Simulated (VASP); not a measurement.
Set up this calculation in VASP 6.6.1, as the native input.

* Task: single point
* Functional: PBE
* Potentials or basis: VASP PAW PBE potentials, release 64 (Si, N)
* Cutoff: 520 eV
* k mesh: 7 × 4 × 1
* Occupations: gaussian, width 0.05 eV
* Spin: collinear spin, ferromagnetic start
* Starting moments: [0.0, 0.0, 0.0, 0.0, 0.0, 0.0, 0.0, 0.0, 3.0] μB
* Dipole correction: yes
* Further INCAR settings: ALGO = Normal; EDIFF = 1e-06; NBANDS = 32; NELMDL = -8

The structure of Si8N lies in POSCAR:

```
Si8N
1.0
    3.8510822285      0.0000000000      0.0000000000
    0.0000000000      6.3646810443      0.0000000000
    0.0000000000      0.0000000000     19.7525435318
Si N
8 1
Direct
    0.0000000000      0.9370679282      0.2025055656
    0.0000000000      0.5629320718      0.2025055656
    0.5000000000      0.4370679282      0.2587875163
    0.5000000000      0.0629320718      0.2587875163
    0.5000000000      0.9333044702      0.3720589482
    0.5000000000      0.5666955298      0.3720589482
    0.0000000000      0.4259907587      0.4177964989
    0.0000000000      0.0740092413      0.4177964989
    0.5000000000      0.4259907587      0.4466848548
```

One way to write it, as run:

INCAR

```
PREC = Accurate
ENCUT = 520
EDIFF = 1E-6
ISMEAR = 0
SIGMA = 0.05
LREAL = False
LASPH = True
NELM = 200
ALGO = Normal
ISIF = 2
LWAVE = False
LCHARG = True
ISPIN = 2
MAGMOM = 0 0 0 0 0 0 0 0 3
LORBIT = 11
LDIPOL = True
IDIPOL = 3
DIPOL = 0.5 0.5 0.328
GGA = PE
LELF = True
LVHAR = True
LVACPOTAV = True
NBANDS = 32
GGA_COMPAT = False
NELMDL = -8
```

KPOINTS

```
Automatic mesh
0
Gamma
  7 4 1
```

Potentials or basis: VASP PAW PBE potentials, release 64 (Si, N).

The run is started by

```console
$ cat potpaw_PBE.64/Si/POTCAR potpaw_PBE.64/N/POTCAR > POTCAR
$ mpirun -np 1 vasp_std > vasp.out
```

It gave:

```yaml
Largest_force: 2.667 eV/Å
Net_moment: 0.59 μB per cell
Site_moments: Si -0.03, +0.08, +0.01, +0.02, -0.00 (each value once); N +0.03 μB
Valence_electrons_inside_the_program's_atomic_spheres: Si 1.63, 1.66, 1.65, 1.70, 1.59, 1.68 (each value once); N 3.67
```

Caveat: a moment this small can come from the mesh or the smearing.

Wall time 18 min on 1 thread of Oxide Virtual Turin-like Processor, on a shared host, peak memory 0.78 GiB.
